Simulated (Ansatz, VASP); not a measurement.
# One calculation of Sn, two programs

```
CELL_PARAMETERS angstrom
-2.87162 2.87162 1.72238
2.87162 -2.87162 1.72238
2.87162 2.87162 -1.72238
ATOMIC_POSITIONS crystal
Sn 0.75000 0.25000 0.50000
Sn 0.00000 0.00000 0.00000
```

Alike in both runs: task single point; functional PBE; k mesh 24 × 24 × 24; occupations gaussian, width 0.15 eV; no spin polarisation.

```csv
,VASP,Ansatz
version,VASP 6.6.1,Ansatz 0.2.0
potentials or method,"VASP PAW PBE potentials, release 64 (Sn_d), cutoff 520 eV","scalar-relativistic, plane waves, PAW"
valence electrons in the cell,28,28
```

|  | VASP | Ansatz | Ansatz less VASP |
| --- | --- | --- | --- |
| gap on the k mesh at the Fermi level (eV) | none | none | - |
| pressure (GPa) | 0.7 | 0.8 | +0.04 |
| traceless stress, the component that is largest in VASP (GPa) | -2.85 | -2.85 | +0.002 |

A gap of «none» marks a metal or a gap that the smearing closes.
